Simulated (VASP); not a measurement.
# CdTe (F-43m) in VASP: a series of runs

The runs below take CdTe through single point, with r2SCAN, PBE.

All numbers are computed with VASP 6.6.1; they aren't measurements. Logs are shortened: lines on timing, memory, paths and dates and some standing lists are left out, and cuts for length are marked.

### Step 1. The cell of the first run

Symmetry: F-43m, No. 216, cubic system. Conventional cell: a = 6.560 Å, b = 6.560 Å, c = 6.560 Å, α = 90.00°, β = 90.00°, γ = 90.00°. Within 3.7 Å of Cd (site symmetry -43m) lie 4 Te at 2.84 Å. Within 3.7 Å of Te (site symmetry -43m) lie 4 Cd at 2.84 Å.

### Step 2. Single point, r2SCAN

Contents of POSCAR:

```
CdTe
1.0
    0.0000000000      3.2799551162      3.2799551162
    3.2799551162      0.0000000000      3.2799551162
    3.2799551162      3.2799551162      0.0000000000
Cd Te
1 1
Direct
    0.0000000000      0.0000000000      0.0000000000
    0.2500000000      0.2500000000      0.2500000000
```

Contents of INCAR.step1:

```
SYSTEM = CdTe
PREC = Accurate
ENCUT = 520
ISMEAR = 0
SIGMA = 0.01
LREAL = .FALSE.
LASPH = .TRUE.
NELM = 60
NBANDS = 16
GGA = PE
ALGO = Normal
EDIFF = 1E-4
LWAVE = .TRUE.
LCHARG = .FALSE.
```

Contents of INCAR.step2:

```
SYSTEM = CdTe
PREC = Accurate
ENCUT = 520
EDIFF = 1E-7
ISMEAR = 0
SIGMA = 0.01
LREAL = .FALSE.
LASPH = .TRUE.
NELM = 60
ALGO = Normal
ISIF = 2
LWAVE = .FALSE.
LCHARG = .FALSE.
METAGGA = R2SCAN
LMIXTAU = .TRUE.
NBANDS = 16
ISTART = 1
```

Contents of KPOINTS:

```
Automatic mesh
0
G
  4 4 4
  0 0 0
```

Potentials or basis: VASP PAW PBE potentials, release 64 (Cd, Te).

Started as:

```console
$ cat potpaw_PBE.64/Cd/POTCAR potpaw_PBE.64/Te/POTCAR > POTCAR
$ cp INCAR.step1 INCAR
$ mpirun -np 1 vasp_std > vasp.out
$ cp INCAR.step2 INCAR
$ mpirun -np 1 vasp_std > vasp.out
```

OUTCAR:

```text
SYSTEM = CdTe
   PREC = Accurate
   ENCUT = 520
   EDIFF = 1E-7
   ISMEAR = 0
   LREAL = .FALSE.
   LASPH = .TRUE.
   NELM = 60
   ISIF = 2
   METAGGA = R2SCAN
   ISTART = 1

 ion  position               nearest neighbor table
   1  0.000  0.000  0.000-   2 2.84   2 2.84   2 2.84   2 2.84
   2  0.250  0.250  0.250-   1 2.84   1 2.84   1 2.84   1 2.84

  LATTYP: Found a face centered cubic cell.
 ALAT       =     6.5599102324

  Lattice vectors:

 A1 = (   0.0000000000,   3.2799551162,   3.2799551162)
 A2 = (   3.2799551162,   0.0000000000,   3.2799551162)
 A3 = (   3.2799551162,   3.2799551162,   0.0000000000)

Analysis of symmetry for initial positions (statically):
=====================================================================
 Subroutine PRICEL returns:
 Original cell was already a primitive cell.

 Routine SETGRP: Setting up the symmetry group for a
 face centered cubic supercell.

 Subroutine GETGRP returns: Found 24 space group operations
 (whereof 24 operations were pure point group operations)
 out of a pool of 48 trial point group operations.

The static configuration has the point symmetry T_d .

Analysis of symmetry for dynamics (positions and initial velocities):
=====================================================================
 Subroutine PRICEL returns:
 Original cell was already a primitive cell.

 Routine SETGRP: Setting up the symmetry group for a
 face centered cubic supercell.

 Subroutine GETGRP returns: Found 24 space group operations
 (whereof 24 operations were pure point group operations)
 out of a pool of 48 trial point group operations.

The dynamic configuration has the point symmetry T_d .

 Subroutine INISYM returns: Found 24 space group operations
 (whereof 24 operations are pure point group operations),
 and found     1 'primitive' translations

----------------------------------------------------------------------------------------

                                     Primitive cell

  volume of cell :      70.5722

  direct lattice vectors                    reciprocal lattice vectors
     0.000000000  3.279955116  3.279955116    -0.152441110  0.152441110  0.152441110
     3.279955116  0.000000000  3.279955116     0.152441110 -0.152441110  0.152441110
     3.279955116  3.279955116  0.000000000     0.152441110  0.152441110 -0.152441110

  length of vectors
     4.638557009  4.638557009  4.638557009     0.264035748  0.264035748  0.264035748

  position of ions in fractional coordinates (direct lattice)
     0.000000000  0.000000000  0.000000000
     0.250000000  0.250000000  0.250000000

  ion indices of the primitive-cell ions
   primitive index   ion index
                 1           1
                 2           2

----------------------------------------------------------------------------------------

 KPOINTS: Automatic mesh

Automatic generation of k-mesh.
 Grid dimensions read from file:
 generate k-points for:    4    4    4

 Generating k-lattice:

  Cartesian coordinates                     Fractional coordinates (reciprocal lattice)
    -0.038110278  0.038110278  0.038110278     0.250000000  0.000000000  0.000000000
     0.038110278 -0.038110278  0.038110278     0.000000000  0.250000000  0.000000000
     0.038110278  0.038110278 -0.038110278     0.000000000  0.000000000  0.250000000

  Length of vectors
     0.066008937  0.066008937  0.066008937

  Shift w.r.t. Gamma in fractional coordinates (k-lattice)
     0.000000000  0.000000000  0.000000000

 Subroutine IBZKPT returns following result:
 ===========================================

 Found      8 irreducible k-points:

 Following reciprocal coordinates:
            Coordinates               Weight
  0.000000  0.000000  0.000000      1.000000
  0.250000  0.000000  0.000000      8.000000
  0.500000  0.000000  0.000000      4.000000
  0.250000  0.250000  0.000000      6.000000
  0.500000  0.250000  0.000000     24.000000
 -0.250000  0.250000  0.000000     12.000000
  0.500000  0.500000  0.000000      3.000000
 -0.250000  0.500000  0.250000      6.000000
   k-points           NKPTS =      8   k-points in BZ     NKDIM =      8   number of bands    NBANDS=     16
   number of dos      NEDOS =    301   number of ions     NIONS =      2
   total plane-waves  NPLWV =  46656
   dimension x,y,z NGX =    36 NGY =   36 NGZ =   36
   dimension x,y,z NGXF=    72 NGYF=   72 NGZF=   72
   ions per type =               1   1
   NGX,Y,Z   is equivalent  to a cutoff of  12.90, 12.90, 12.90 a.u.
   NGXF,Y,Z  is equivalent  to a cutoff of  25.80, 25.80, 25.80 a.u.
 SYSTEM =  CdTe
   PREC   = accura    normal or accurate (medium, high low for compatibility)
   ISTART =      1    job   : 0-new  1-cont  2-samecut
   ICHARG =      0    charge: 1-file 2-atom 10-const
   ISPIN  =      1    spin polarized calculation?
   LNONCOLLINEAR =      F non collinear calculations
   LSORBIT =      F    spin-orbit coupling
   LASPH  =      T    aspherical Exc in radial PAW
   ENCUT  =  520.0 eV  38.22 Ry    6.18 a.u.   8.62  8.62  8.62*2*pi/ulx,y,z
   NELM   =     60;   NELMIN=  2; NELMDL=  0     # of ELM steps
   EDIFF  = 0.1E-06   stopping-criterion for ELM
   LREAL  =      F    real-space projection
   EDIFFG = 0.1E-05   stopping-criterion for IOM
   NSW    =      0    number of steps for IOM
   IBRION =     -1    ionic relax: 0-MD 1-quasi-New 2-CG
   NFREE  =      0    steps in history (QN), initial steepest desc. (CG)
   ISIF   =      2    stress and relaxation
   ISYM   =      2    0-nonsym 1-usesym 2-fastsym
   POTIM  = 0.5000    time-step for ionic-motion
   TEBEG  =    0.0;   TEEND  =   0.0 temperature during run
   PSTRESS=    0.0 pullay stress
   NELECT =      18.0000    total number of electrons
   NUPDOWN=      -1.0000    fix difference up-down
   EMIN   =  10.00;   EMAX   =-10.00  energy-range for DOS
   EFERMI =   0.00;   METHOD = LEGACY
   ISMEAR =     0;   SIGMA  =   0.01  broadening in eV -4-tet -1-fermi 0-gaus
   EFERMI_NEDOS =   21; number of points for ismear=-14 and -15
   IALGO  =     38    algorithm
   IMIX   =      4    mixing-type and parameters
     AMIX     =   0.40;   BMIX     =  1.00
     AMIX_MAG =   1.60;   BMIX_MAG =  1.00
  volume/ion in A,a.u.               =      35.29       238.12
  Fermi-wavevector in a.u.,A,eV,Ry     =   1.038216  1.961944 14.665621  1.077893
  Thomas-Fermi vector in A             =   2.172690
   LORBIT       =      0    0 simple, 1 ext, 2 COOP (PROOUT), +10 PAW based schemes
   METAGGA = R2SCAN    functional components
   LHFCALC =     F    Hartree Fock is set to
   AEXX    =    0.0000 exact exchange contribution
   IVDW    =     0    specifies the selected vdW correction
   LEPSILON=     F    determine dielectric tensor
   LRPA    =     F    only Hartree local field effects (RPA)
 non-spin polarized calculation
 Gauss-broadening in eV      SIGMA  =   0.01
  energy-cutoff  :      520.00
  volume of cell :       70.57
 maximum number of plane-waves:      1924
 NGX is ok and might be reduce to    36
   NGX = 17   NGY = 17   NGZ = 17

 number of electron      18.0000006 magnetization

 Free energy of the ion-electron system (eV)
  ---------------------------------------------------
  ext. energy  EPLUGINS =         0.00000000
  ---------------------------------------------------
  free energy    TOTEN  =       -46.59468560 eV

  energy without entropy =      -46.59468560  energy(sigma->0) =      -46.59468560

 E-fermi :   1.8408     XC(G=0):  -8.9273

 val. band max:        1.7968864354   @ k =   0.0000   0.0000   0.0000
 cond. band min:       2.9416868334   @ k =   0.0000   0.0000   0.0000
 fundamental gap:      1.1448003981
 Fermi energy:         1.8408039405

 k-point     1 :       0.0000    0.0000    0.0000
  band No.  band energies     occupation
      1      -9.5157      2.00000
      2      -6.6735      2.00000
      3      -6.6735      2.00000
      4      -6.6735      2.00000
      5      -6.4185      2.00000
      6      -6.4185      2.00000
      7       1.7969      2.00000
      8       1.7969      2.00000
      9       1.7969      2.00000
     10       2.9417      0.00000
     11       6.8383      0.00000
     12       6.8383      0.00000
     13       6.8383      0.00000
     14       9.6454      0.00000
     15      11.5516      0.00000
     16      11.5516      0.00000

 k-point     2 :       0.2500    0.0000    0.0000
  band No.  band energies     occupation
      1      -9.3264      2.00000
      2      -6.6393      2.00000
      3      -6.6393      2.00000
      4      -6.4686      2.00000
      5      -6.4186      2.00000
      6      -6.4186      2.00000
      7      -0.8252      2.00000
      8       1.3915      2.00000
      9       1.3915      2.00000
     10       4.1391      0.00000
     11       7.3705      0.00000
     12       7.3705      0.00000
     13       7.5015      0.00000
     14      10.4993      0.00000
     15      10.6573      0.00000
     16      10.6573      0.00000

 k-point     3 :       0.5000    0.0000    0.0000
  band No.  band energies     occupation
      1      -9.1420      2.00000
      2      -6.6121      2.00000
      3      -6.6121      2.00000
      4      -6.4102      2.00000
      5      -6.4102      2.00000
      6      -6.0691      2.00000
      7      -2.4982      2.00000
      8       1.0581      2.00000
      9       1.0581      2.00000
     10       3.9774      0.00000
     11       7.3833      0.00000
     12       7.3833      0.00000
     13       9.1620      0.00000
     14      10.8776      0.00000
     15      12.5848      0.00000
     16      12.5848      0.00000

 k-point     4 :       0.2500    0.2500    0.0000
  band No.  band energies     occupation
      1      -9.2654      2.00000
      2      -6.6001      2.00000
      3      -6.6001      2.00000
      4      -6.5058      2.00000
      5      -6.4040      2.00000
      6      -6.3837      2.00000
      7      -0.7667      2.00000
      8       0.7628      2.00000
      9       0.7628      2.00000
     10       5.0366      0.00000
     11       5.5049      0.00000
     12       8.6927      0.00000
     13       8.6927      0.00000
     14       8.9899      0.00000
     15      12.1056      0.00000
     16      12.8528      0.00000

 k-point     5 :       0.5000    0.2500    0.0000
  band No.  band energies     occupation
      1      -9.0862      2.00000
      2      -6.5786      2.00000
      3      -6.5636      2.00000
      4      -6.4548      2.00000
      5      -6.4032      2.00000
      6      -6.0127      2.00000
      7      -2.1561      2.00000
      8      -0.1942      2.00000
      9       0.4788      2.00000
     10       5.0902      0.00000
     11       6.6141      0.00000
     12       8.3756      0.00000
     13       8.9543      0.00000
     14      11.2524      0.00000
     15      12.7722      0.00000
     16      13.2852      0.00000

 k-point     6 :      -0.2500    0.2500    0.0000
  band No.  band energies     occupation
      1      -9.1443      2.00000
      2      -6.5976      2.00000
      3      -6.5931      2.00000
      4      -6.4250      2.00000
      5      -6.4240      2.00000
      6      -6.1394      2.00000
      7      -1.7978      2.00000
      8      -0.2594      2.00000
      9       1.0292      2.00000
     10       5.2730      0.00000
     11       7.3396      0.00000
     12       7.8031      0.00000
     13       8.0641      0.00000
     14      10.2343      0.00000
     15      11.8212      0.00000
     16      13.3573      0.00000

 k-point     7 :       0.5000    0.5000    0.0000
  band No.  band energies     occupation
      1      -9.0293      2.00000
      2      -6.5186      2.00000
      3      -6.5186      2.00000
      4      -6.5103      2.00000
      5      -6.3894      2.00000
      6      -5.9279      2.00000
      7      -2.3859      2.00000
      8       0.0057      2.00000
      9       0.0057      2.00000
     10       4.7359      0.00000
     11       4.7732      0.00000
     12      11.0449      0.00000
     13      11.4155      0.00000
     14      11.4155      0.00000
     15      13.0649      0.00000
     16      13.7956      0.00000

 k-point     8 :      -0.2500    0.5000    0.2500
  band No.  band energies     occupation
      1      -9.0308      2.00000
      2      -6.5553      2.00000
      3      -6.5478      2.00000
      4      -6.4461      2.00000
      5      -6.4168      2.00000
      6      -5.8554      2.00000
      7      -2.2507      2.00000
      8      -0.4522      2.00000
      9      -0.3014      2.00000
     10       6.3315      0.00000
     11       6.7339      0.00000
     12       7.8300      0.00000
     13       8.4903      0.00000
     14      11.9493      0.00000
     15      13.3010      0.00000
     16      13.6164      0.00000

------------------------ aborting loop because EDIFF is reached ----------------------------------------

  FORCE on cell =-STRESS in cart. coord.  units (eV):
  Direction    XX          YY          ZZ          XY          YZ          ZX
  --------------------------------------------------------------------------------------
  -------------------------------------------------------------------------------------
  Total        0.1162905      0.1162905      0.1162905     -0.0000000     -0.0000000      0.0000000
  in kB        2.6401046      2.6401046      2.6401046     -0.0000000     -0.0000000      0.0000000
  external PRESSURE =       2.6401046 kB  Pullay stress =       0.0000000 kB

 VOLUME and BASIS-vectors are now :
 -----------------------------------------------------------------------------
  energy-cutoff  :      520.00
  volume of cell :       70.57
      direct lattice vectors                 reciprocal lattice vectors
     0.000000000  3.279955116  3.279955116    -0.152441110  0.152441110  0.152441110
     3.279955116  0.000000000  3.279955116     0.152441110 -0.152441110  0.152441110
     3.279955116  3.279955116  0.000000000     0.152441110  0.152441110 -0.152441110

 POSITION                                       TOTAL-FORCE (eV/Angst)
 -----------------------------------------------------------------------------------
      0.00000      0.00000      0.00000        -0.000000     -0.000000     -0.000000
      1.63998      1.63998      1.63998         0.000000      0.000000      0.000000
 -----------------------------------------------------------------------------------
    total drift:                               -0.000001     -0.000001     -0.000001

  FREE ENERGIE OF THE ION-ELECTRON SYSTEM (eV)
  ---------------------------------------------------
  free  energy   TOTEN  =       -46.5946856012 eV

  energy  without entropy=      -46.5946856012  energy(sigma->0) =      -46.59468560
```

It took 19 s on 1 thread of Intel Xeon 6975P-C (Granite Rapids), shared host; peak memory 0.22 GiB.

What came out:

* Free energy: -46.5947 eV
* Pressure: 0.3 GPa
* Band gap on the k mesh: 1.14 eV, direct

Levels at points of the mesh, in eV from the valence-band top:
| k point | band 6 | band 7 | band 8 | band 9 | band 10 | band 11 | band 12 | band 13 |
| --- | --- | --- | --- | --- | --- | --- | --- | --- |
| (0.00, 0.00, 0.00) | -8.22 | 0.00 | 0.00 | 0.00 | 1.14 | 5.04 | 5.04 | 5.04 |
| (0.50, 0.00, 0.00) | -7.87 | -4.30 | -0.74 | -0.74 | 2.18 | 5.59 | 5.59 | 7.37 |
| (0.50, 0.50, 0.00) | -7.72 | -4.18 | -1.79 | -1.79 | 2.94 | 2.98 | 9.25 | 9.62 |

Caveat: the PAW data sets were made with another functional, which shifts forces and pressure a little; spin-orbit coupling is left out, which moves the levels of the heavy elements.

[end of part 1 of 2]
